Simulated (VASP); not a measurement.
# H (P4/mmm) in VASP: notebook

The runs below take H through single point, with PBE.

Program: VASP 6.6.1. These are calculated values, not measurements. Logs are shortened: lines on timing, memory, paths and dates and some standing lists are left out, and cuts for length are marked.

## Step 1: The cell of the first run

The structure is tetragonal, space group P4/mmm (No. 123). Conventional cell: a = 2.650 Å, b = 2.650 Å, c = 0.980 Å, α = 90.00°, β = 90.00°, γ = 90.00°. H (site symmetry 4/mmm) has 2 H at 0.98 Å within 1.3 Å.

## Step 2: Single point, PBE

INCAR

```
SYSTEM = H
ALGO = Normal
EDIFF = 1E-6
ENCUT = 500
GGA = PE
GGA_COMPAT = .FALSE.
ISIF = 2
ISMEAR = -5
LASPH = .TRUE.
LCHARG = .TRUE.
LELF = .TRUE.
LREAL = .FALSE.
LVHAR = .TRUE.
LWAVE = .FALSE.
NBANDS = 6
NELM = 120
PREC = Accurate
SIGMA = 0.1
```

KPOINTS

```
k-points
0
G
  8 8 22
  0 0 0
```

POSCAR

```
H
1.0
    2.6496387389      0.0000000000      0.0000000000
    0.0000000000      2.6496387389      0.0000000000
    0.0000000000      0.0000000000      0.9804929200
H
1
Direct
    0.0000000000      0.0000000000      0.5000000000
```

Potentials or basis: VASP PAW PBE potentials, release 64 (H).

On the command line:

```sh
cat potpaw_PBE.64/H/POTCAR > POTCAR
mpirun -np 1 vasp_std > vasp.out
```

OUTCAR:

```text
SYSTEM = H
   EDIFF = 1E-6
   ENCUT = 500
   GGA = PE
   ISIF = 2
   ISMEAR = -5
   LASPH = .TRUE.
   LREAL = .FALSE.
   NELM = 120
   PREC = Accurate

 ion  position               nearest neighbor table
   1  0.000  0.000  0.500-

  LATTYP: Found a simple tetragonal cell.
 ALAT       =     2.6496387389
 C/A-ratio  =     0.3700477750

  Lattice vectors:

 A1 = (   2.6496387389,   0.0000000000,   0.0000000000)
 A2 = (   0.0000000000,   2.6496387389,   0.0000000000)
 A3 = (   0.0000000000,   0.0000000000,   0.9804929200)

Analysis of symmetry for initial positions (statically):
=====================================================================
 Subroutine PRICEL returns:
 Original cell was already a primitive cell.

 Routine SETGRP: Setting up the symmetry group for a
 simple tetragonal supercell.

 Subroutine GETGRP returns: Found 16 space group operations
 (whereof 16 operations were pure point group operations)
 out of a pool of 16 trial point group operations.

The static configuration has the point symmetry D_4h.

Analysis of symmetry for dynamics (positions and initial velocities):
=====================================================================
 Subroutine PRICEL returns:
 Original cell was already a primitive cell.

 Routine SETGRP: Setting up the symmetry group for a
 simple tetragonal supercell.

 Subroutine GETGRP returns: Found 16 space group operations
 (whereof 16 operations were pure point group operations)
 out of a pool of 16 trial point group operations.

The dynamic configuration has the point symmetry D_4h.

 Subroutine INISYM returns: Found 16 space group operations
 (whereof 16 operations are pure point group operations),
 and found     1 'primitive' translations

----------------------------------------------------------------------------------------

                                     Primitive cell

  volume of cell :       6.8836

  direct lattice vectors                    reciprocal lattice vectors
     2.649638739  0.000000000  0.000000000     0.377409941  0.000000000  0.000000000
     0.000000000  2.649638739  0.000000000     0.000000000  0.377409941  0.000000000
     0.000000000  0.000000000  0.980492920     0.000000000  0.000000000  1.019895177

  length of vectors
     2.649638739  2.649638739  0.980492920     0.377409941  0.377409941  1.019895177

  position of ions in fractional coordinates (direct lattice)
     0.000000000  0.000000000  0.500000000

  ion indices of the primitive-cell ions
   primitive index   ion index
                 1           1

----------------------------------------------------------------------------------------

 KPOINTS: k-points

Automatic generation of k-mesh.
 Grid dimensions read from file:
 generate k-points for:    8    8   22

 Generating k-lattice:

  Cartesian coordinates                     Fractional coordinates (reciprocal lattice)
     0.047176243  0.000000000  0.000000000     0.125000000  0.000000000  0.000000000
     0.000000000  0.047176243  0.000000000     0.000000000  0.125000000  0.000000000
     0.000000000  0.000000000  0.046358872     0.000000000  0.000000000  0.045454545

  Length of vectors
     0.047176243  0.047176243  0.046358872

  Shift w.r.t. Gamma in fractional coordinates (k-lattice)
     0.000000000  0.000000000  0.000000000

 TETIRR: Found   2112 inequivalent tetrahedra from     8448

 Subroutine IBZKPT returns following result:
 ===========================================

 Found    180 irreducible k-points:

 Following reciprocal coordinates:
            Coordinates               Weight
  0.000000  0.000000  0.000000      1.000000
  0.125000  0.000000  0.000000      4.000000
  0.250000  0.000000  0.000000      4.000000
  0.375000  0.000000  0.000000      4.000000
  0.500000  0.000000  0.000000      2.000000
  0.125000  0.125000  0.000000      4.000000
[... 16 lines left out ...]
  0.375000  0.125000  0.045455     16.000000
  0.500000  0.125000  0.045455      8.000000
 [... further k-points ...]
   k-points           NKPTS =    180   k-points in BZ     NKDIM =    180   number of bands    NBANDS=      6
   number of dos      NEDOS =    301   number of ions     NIONS =      1
   total plane-waves  NPLWV =   3200
   dimension x,y,z NGX =    20 NGY =   20 NGZ =    8
   dimension x,y,z NGXF=    40 NGYF=   40 NGZF=   16
   ions per type =               1
   NGX,Y,Z   is equivalent  to a cutoff of  12.55, 12.55, 13.56 a.u.
   NGXF,Y,Z  is equivalent  to a cutoff of  25.10, 25.10, 27.13 a.u.
 SYSTEM =  H
   PREC   = accura    normal or accurate (medium, high low for compatibility)
   ISTART =      0    job   : 0-new  1-cont  2-samecut
   ICHARG =      2    charge: 1-file 2-atom 10-const
   ISPIN  =      1    spin polarized calculation?
   LNONCOLLINEAR =      F non collinear calculations
   LSORBIT =      F    spin-orbit coupling
   LASPH  =      T    aspherical Exc in radial PAW
   ENCUT  =  500.0 eV  36.75 Ry    6.06 a.u.   4.83  4.83  1.79*2*pi/ulx,y,z
   NELM   =    120;   NELMIN=  2; NELMDL= -5     # of ELM steps
   EDIFF  = 0.1E-05   stopping-criterion for ELM
   LREAL  =      F    real-space projection
   EDIFFG = 0.1E-04   stopping-criterion for IOM
   NSW    =      0    number of steps for IOM
   IBRION =     -1    ionic relax: 0-MD 1-quasi-New 2-CG
   NFREE  =      0    steps in history (QN), initial steepest desc. (CG)
   ISIF   =      2    stress and relaxation
   ISYM   =      2    0-nonsym 1-usesym 2-fastsym
   POTIM  = 0.5000    time-step for ionic-motion
   TEBEG  =    0.0;   TEEND  =   0.0 temperature during run
   PSTRESS=    0.0 pullay stress
   NELECT =       1.0000    total number of electrons
   NUPDOWN=      -1.0000    fix difference up-down
   EMIN   =  10.00;   EMAX   =-10.00  energy-range for DOS
   EFERMI =   0.00;   METHOD = LEGACY
   ISMEAR =    -5;   SIGMA  =   0.10  broadening in eV -4-tet -1-fermi 0-gaus
   EFERMI_NEDOS =   21; number of points for ismear=-14 and -15
   IALGO  =     38    algorithm
   IMIX   =      4    mixing-type and parameters
     AMIX     =   0.40;   BMIX     =  1.00
     AMIX_MAG =   1.60;   BMIX_MAG =  1.00
  volume/ion in A,a.u.               =       6.88        46.45
  Fermi-wavevector in a.u.,A,eV,Ry     =   0.860602  1.626302 10.076956  0.740635
  Thomas-Fermi vector in A             =   1.978131
   LORBIT       =      0    0 simple, 1 ext, 2 COOP (PROOUT), +10 PAW based schemes
   GGA     = PE    functional components
   LHFCALC =     F    Hartree Fock is set to
   AEXX    =    0.0000 exact exchange contribution
   IVDW    =     0    specifies the selected vdW correction
   LEPSILON=     F    determine dielectric tensor
   LRPA    =     F    only Hartree local field effects (RPA)
 non-spin polarized calculation
 Fermi weights with tetrahedron method with Bloechl corrections
  energy-cutoff  :      500.00
  volume of cell :        6.88
 maximum number of plane-waves:       184
 NGX is ok and might be reduce to    20
   NGX =  9   NGY =  9   NGZ =  3

 number of electron       0.9999999 magnetization

 Free energy of the ion-electron system (eV)
  ---------------------------------------------------
  ext. energy  EPLUGINS =         0.00000000
  ---------------------------------------------------
  free energy    TOTEN  =        -3.01034369 eV

  energy without entropy =       -3.01034369  energy(sigma->0) =       -3.01034369

 E-fermi :  -1.4661     XC(G=0):  -6.8121

 val. band max:       -1.9489973101   @ k =   0.5000   0.5000   0.2273
 cond. band min:      -0.9953952002   @ k =   0.0000   0.0000   0.2727
 fundamental gap:      0.9536021098
 Fermi energy:        -1.4660551358

 k-point     1 :       0.0000    0.0000    0.0000
  band No.  band energies     occupation
      1     -12.4984      2.00000
      2       8.3840      0.00000
      3      14.2016      0.00000
      4      14.2016      0.00000
      5      17.2473      0.00000
      6      35.0395      0.00000

 k-point     2 :       0.1250    0.0000    0.0000
  band No.  band energies     occupation
      1     -12.3222      2.00000
      2       6.9384      0.00000
      3      13.5093      0.00000
      4      14.4885      0.00000
      5      20.4455      0.00000
      6      30.9242      0.00000

 k-point     3 :       0.2500    0.0000    0.0000
  band No.  band energies     occupation
      1     -11.8562      2.00000
      2       4.2335      0.00000
      3      13.7692      0.00000
      4      15.3121      0.00000
      5      26.0297      0.00000
      6      27.0330      0.00000

 k-point     4 :       0.3750    0.0000    0.0000
  band No.  band energies     occupation
      1     -11.3158      2.00000
      2       2.0771      0.00000
      3      14.5706      0.00000
      4      16.4770      0.00000
      5      24.0819      0.00000
      6      24.4717      0.00000

 k-point     5 :       0.5000    0.0000    0.0000
  band No.  band energies     occupation
      1     -11.0611      2.00000
      2       1.2589      0.00000
      3      15.0464      0.00000
      4      17.1968      0.00000
      5      22.9263      0.00000
      6      23.0895      0.00000
[... 136 lines left out ...]
 k-point    21 :       0.1250    0.1250    0.0455
  band No.  band energies     occupation
      1     -11.8285      2.00000
      2       6.7106      0.00000
      3      11.2100      0.00000
      4      17.9316      0.00000
      5      22.1663      0.00000
      6      26.8038      0.00000

 k-point    22 :       0.2500    0.1250    0.0455
  band No.  band energies     occupation
      1     -11.3713      2.00000
      2       4.7027      0.00000
      3      10.6180      0.00000
      4      19.7668      0.00000
      5      22.7797      0.00000
      6      26.9332      0.00000

 k-point    23 :       0.3750    0.1250    0.0455
  band No.  band energies     occupation
      1     -10.8422      2.00000
      2       2.6887      0.00000
      3      11.3538      0.00000
      4      19.5947      0.00000
      5      21.1820      0.00000
      6      30.2036      0.00000

 k-point    24 :       0.5000    0.1250    0.0455
  band No.  band energies     occupation
      1     -10.5946      2.00000
      2       1.8980      0.00000
      3      11.9062      0.00000
      4      18.3733      0.00000
      5      21.7619      0.00000
      6      28.9559      0.00000

 [... further k-points ...]
[... 5 lines left out ...]
  --------------------------------------------------------------------------------------
  -------------------------------------------------------------------------------------
  Total        0.0475722      0.0475722      0.0795771      0.0000000     -0.0000000     -0.0000000
  in kB       11.0724997     11.0724997     18.5217118      0.0000000     -0.0000000     -0.0000000
  external PRESSURE =      13.5555704 kB  Pullay stress =       0.0000000 kB

 VOLUME and BASIS-vectors are now :
 -----------------------------------------------------------------------------
  energy-cutoff  :      500.00
  volume of cell :        6.88
      direct lattice vectors                 reciprocal lattice vectors
     2.649638739  0.000000000  0.000000000     0.377409941  0.000000000  0.000000000
     0.000000000  2.649638739  0.000000000     0.000000000  0.377409941  0.000000000
     0.000000000  0.000000000  0.980492920     0.000000000  0.000000000  1.019895177

 POSITION                                       TOTAL-FORCE (eV/Angst)
 -----------------------------------------------------------------------------------
      0.00000      0.00000      0.49025         0.000000      0.000000      0.000000
 -----------------------------------------------------------------------------------
    total drift:                               -0.000000      0.000000      0.000000

  FREE ENERGIE OF THE ION-ELECTRON SYSTEM (eV)
  ---------------------------------------------------
  free  energy   TOTEN  =        -3.0103436895 eV

  energy  without entropy=       -3.0103436895  energy(sigma->0) =       -3.01034369
```

Run time: 3.2 s. Hardware: 1 thread of Intel Xeon Platinum 8481C at 2.70GHz (Sapphire Rapids), shared host; peak memory 0.11 GiB.

Results:

```
Free energy : -3.0103 eV
Pressure    : 1.4 GPa
```

Caveat: tetrahedron occupations give inexact forces and stress in metals.

## Step 3: Single point, PBE

INCAR

```
PREC = Accurate
ENCUT = 500
EDIFF = 1E-6
ISMEAR = 1
SIGMA = 0.0014
LREAL = F
LASPH = T
NELM = 120
ALGO = Normal
ISIF = 2
LWAVE = F
LCHARG = T
GGA = PE
LELF = T
LVHAR = T
NBANDS = 6
GGA_COMPAT = F
```

KPOINTS

```
regular mesh
0
Gamma
  8 8 22
```

POSCAR is that of step 2.

Potentials or basis: VASP PAW PBE potentials, release 64 (H).

On the command line:

```sh
cat potpaw_PBE.64/H/POTCAR > POTCAR
mpirun -np 1 vasp_std > vasp.out
```

Wall time 2.8 s (1 thread of Intel Xeon Platinum 8481C at 2.70GHz (Sapphire Rapids), shared host); peak memory 0.1 GiB.

Results (log left out):

```yaml
Free_energy: -3.0246 eV
Pressure: 1.4 GPa
```

Stress tensor (GPa, compression positive):
```
 2.26  0.00  0.00
 0.00  2.26  0.00
 0.00  0.00 -0.30
```

Levels at points of the mesh, in eV from the Fermi level:
| k point | band 1 | band 2 | band 3 |
| --- | --- | --- | --- |
| (0.00, 0.00, 0.00) | -10.60 | 10.29 | 16.10 |
| (0.50, 0.00, 0.00) | -9.16 | 3.16 | 16.95 |
| (0.50, 0.50, 0.00) | -8.01 | 6.96 | 6.96 |
| (0.00, 0.00, 0.50) | 24.46 | 31.91 | 47.34 |
| (0.50, 0.00, 0.50) | 25.32 | 34.21 | 42.11 |
| (0.50, 0.50, 0.50) | 26.01 | 36.13 | 45.83 |

## Step 4: Single point, PBE

INCAR

```
SYSTEM = H
ALGO     = Normal         ! electronic algorithm
EDIFF    = 1E-6           ! SCF threshold, eV
ENCUT    = 500            ! plane-wave cutoff, eV
GGA      = PE             ! functional
GGA_COMPAT= .False.      
ISIF     = 2              ! what is computed and relaxed
ISMEAR   = 0              ! smearing method
LASPH    = .True.         ! aspherical terms in the spheres
LCHARG   = .False.        ! write CHGCAR
LREAL    = .False.        ! projectors in reciprocal space
LWAVE    = .False.        ! write WAVECAR
NBANDS   = 6              ! bands
NELM     = 120            ! most SCF steps
PREC     = Accurate       ! precision mode
SIGMA    = 0.1            ! smearing width, eV
```

KPOINTS

```
k-points
0
Gamma
  8 8 22
  0 0 0
```

POSCAR, as its differences from that of step 3:

```diff
@@ -8,2 +8,2 @@
 Direct
-    0.0000000000      0.0000000000      0.5000000000
+    0.0000000000      0.0000000000      1.0099475884
```

On the command line:

```sh
cat potpaw_PBE.64/H/POTCAR > POTCAR
mpirun -np 1 vasp_std > vasp.out
```

Run time: 2.7 s. Hardware: 1 thread of Intel Xeon Platinum 8481C at 2.70GHz (Sapphire Rapids), shared host; peak memory 0.1 GiB.

The run converged. Its results:

```
Free energy : -3.0246 eV
Pressure    : 1.4 GPa
```

Stress tensor (GPa, compression positive):
```
 2.26  0.00  0.00
 0.00  2.26  0.00
 0.00  0.00 -0.30
```

Levels at points of the mesh, in eV from the Fermi level:
```
           k point  band 1  band 2  band 3  band 4  band 5
(0.00, 0.00, 0.00)  -11.08    9.80   15.61   15.61   18.66
(0.50, 0.00, 0.00)   -9.64    2.67   16.46   18.61   24.34
(0.50, 0.50, 0.00)   -8.49    6.48    6.48    9.99   38.42
(0.00, 0.00, 0.50)   23.97   31.42   46.85   51.86   54.30
(0.50, 0.00, 0.50)   24.83   33.73   41.62   41.96   53.97
(0.50, 0.50, 0.50)   25.53   35.64   45.34   45.34   45.85
```

## Step 5: Summary

| smearing | gap on the mesh (eV) | pressure (GPa) |
| --- | --- | --- |
| tetrahedron | none | 1.4 |
| methfessel-paxton 0.0014 eV | none | 1.4 |
| gaussian 0.1 eV | none | 1.4 |

Alike in all rows: task single point; level PBE; potentials or basis VASP PAW PBE potentials, release 64 (H); no spin polarisation; cell as given; k mesh 8 × 8 × 22; cutoff (eV) 500.

Every run on the cell as given and a fine mesh finds a metal.

Caveats: tetrahedron occupations give inexact forces and stress in metals (some runs).

Total energies depend on the potentials used, so only differences within one code and one set of settings carry meaning.
